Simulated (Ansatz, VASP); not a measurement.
**One calculation of CdS, two programs**

```xyz
2
Lattice="0.0000 2.7160 2.7160 2.7160 0.0000 2.7160 2.7160 2.7160 0.0000" Properties=species:S:1:pos:R:3 pbc="T T T"
Cd    0.0000    0.0000    0.0000
S     2.7160    2.7160    2.7160
```

Change from the starting cell: volume scaled by 0.96.

Alike in both runs: task single point; functional LDA; k mesh 8 × 8 × 8; occupations fermi-dirac, width 0.05 eV; no spin polarisation.

```csv
,VASP,Ansatz
version,VASP 6.6.1,Ansatz 0.2.0
potentials or method,"VASP PAW LDA potentials, release 64 (Cd, S), cutoff 520 eV","all-electron LAPW, scalar-relativistic"
```

```csv
,VASP,Ansatz,Ansatz less VASP
gap on the k mesh at the Fermi level (eV),none,none,-
pressure (GPa),-3.6,-4.2,-0.58
```

LDA's correlation is that of Perdew and Zunger in VASP and of Perdew and Wang (1992) in Ansatz. A gap of «none» marks a metal or a gap that the smearing closes. Ansatz ran all-electron here, and VASP with PAW potentials.
